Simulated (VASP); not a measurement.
Here is a VASP 6.6.1 calculation.

The input INCAR:

```
PREC = Accurate
ENCUT = 500
EDIFF = 1E-7
ISMEAR = 0
SIGMA = 0.1
LREAL = F
LASPH = T
NELM = 120
ALGO = Normal
ISIF = 3
LWAVE = F
LCHARG = F
GGA = PE
IBRION = 2
NSW = 90
EDIFFG = -0.04
GGA_COMPAT = F
NELMIN = 4
```

The input KPOINTS:

```
regular mesh
0
Gamma
  9 9 9
```

File POSCAR:

```
Al
1.0
    2.1829270566      1.2603135237      1.0676248897
   -2.1829270566      1.2603135237      1.0676248897
    0.0000000000     -2.5206270475      1.0676248897
Al
1
Direct
    0.0000000000      0.0000000000      0.0000000000
```

Potentials or basis: VASP PAW PBE potentials, release 64 (Al).

Run with:

```bash
$ cat potpaw_PBE.64/Al/POTCAR > POTCAR
$ mpirun -np 1 vasp_std > vasp.out
```

(1) What does it give for the relaxed cell?

(2) Predict the space group after relaxing (to 0.05 Å).

Results:

(1) a = 2.800 Å, b = 2.800 Å, c = 2.800 Å, α = 109.44°, β = 109.44°, γ = 109.44°.

(2) Im-3m (No. 229).
